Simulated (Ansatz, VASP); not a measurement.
**BN: VASP beside Ansatz**

Contents of INCAR:

```
ALGO     = Normal         # electronic algorithm
EDIFF    = 1E-6           # SCF threshold, eV
ENCUT    = 600            # plane-wave cutoff, eV
GGA      = CA             # functional
GGA_COMPAT= False        
ISIF     = 2              # what is computed and relaxed
ISMEAR   = 0              # smearing method
LASPH    = True           # aspherical terms in the spheres
LCHARG   = False          # write CHGCAR
LREAL    = False          # projectors in reciprocal space
LWAVE    = False          # write WAVECAR
NBANDS   = 11             # bands
NELM     = 120            # most SCF steps
PREC     = Accurate       # precision mode
SIGMA    = 0.05           # smearing width, eV
```

Contents of KPOINTS:

```
k-points
0
Gamma
  12 12 12
```

File POSCAR:

```
BN
1.0
    1.2511217832      0.7223354983      3.6427691556
   -1.2511217832      0.7223354983      3.6427691556
    0.0000000000     -1.4446709967      3.6427691556
B N
1 1
Direct
    0.9996712000      0.9996712000      0.9996712000
    0.3327618000      0.3327618000      0.3327618000
```

Input for Ansatz:

```yaml
crystal:
  lattice:
    - [1.2511217832, 0.7223354983, 3.6427691556]
    - [-1.2511217832, 0.7223354983, 3.6427691556]
    - [0.0, -1.4446709967, 3.6427691556]
  atoms:
    - { symbol: B, position: [0.9996712, 0.9996712, 0.9996712] }
    - { symbol: "N", position: [0.3327618, 0.3327618, 0.3327618] }
basis:
  ecutwfc: 420
kpoints:
  mp_grid: { grid: [12, 12, 12] }
hamiltonian:
  xc: lda
scf:
  occupations: { method: gaussian, width: 0.05 }
output:
  forces: true
  stress: true
  eigenvalues: true
  write_density: true
  write_potential: true
  elf: true
  volumetric_format: npy
```

Change from the starting cell: strain +0.000 along x and y, +0.080 along z, atoms carried along.

Alike in both runs: task single point; functional LDA; k mesh 12 × 12 × 12; occupations gaussian, width 0.05 eV; no spin polarisation.

```csv
,VASP,Ansatz
version,VASP 6.6.1,Ansatz 0.2.0
potentials or method,"VASP PAW LDA potentials, release 64 (B, N), cutoff 600 eV","scalar-relativistic, plane waves, PAW"
valence electrons in the cell,8,8
```

Ansatz gave:

```
gap on the k mesh at the Fermi level (eV)                     : 4.24
least direct gap on the mesh (eV)                             : 4.56
pressure (GPa)                                                : -4.2
traceless stress, the component that is largest in VASP (GPa) : 2.71
rms of the force components (eV/Å)                            : 0.014
```

Estimate VASP's values.

gap on the k mesh at the Fermi level (eV): 4.23; least direct gap on the mesh (eV): 4.55; pressure (GPa): -3.9; traceless stress, the component that is largest in VASP (GPa): 2.24; rms of the force components (eV/Å): 0.014.

LDA's correlation is that of Perdew and Zunger in VASP and of Perdew and Wang (1992) in Ansatz. Atom by atom the forces differ by 0.000 eV/Å (rms over components).
